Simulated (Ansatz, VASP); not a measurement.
**Rh: VASP beside Ansatz**

```
CELL_PARAMETERS angstrom
4.36196 0.00000 0.00000
-2.18098 3.77756 0.00000
0.00000 0.00000 2.67369
ATOMIC_POSITIONS crystal
Rh 0.00000 0.00000 0.00000
Rh 0.33333 0.66667 0.50000
Rh 0.66667 0.33333 0.50000
```

Alike in both runs: task single point; functional LDA; k mesh 10 × 10 × 14; occupations fermi-dirac, width 0.1 eV; no spin polarisation.

|  | VASP | Ansatz |
| --- | --- | --- |
| version | VASP 6.6.1 | Ansatz 0.2.0 |
| potentials or method | VASP PAW LDA potentials, release 64 (Rh_pv), cutoff 520 eV | plane waves (420 eV) with PAW, scalar-relativistic |
| valence electrons in the cell | 45 | 51 |

|  | VASP | Ansatz | Ansatz less VASP |
| --- | --- | --- | --- |
| pressure (GPa) | -18.0 | -18.6 | -0.69 |
| traceless stress, the component that is largest in VASP (GPa) | 0.50 | 0.60 | +0.097 |

Ansatz warns that its potentials were made for another functional, while VASP's fit it. LDA's correlation is that of Perdew and Zunger in VASP and of Perdew and Wang (1992) in Ansatz. VASP's potentials hold 45 valence electrons a cell and Ansatz's 51, so a difference there can come from the potentials and not from the codes.
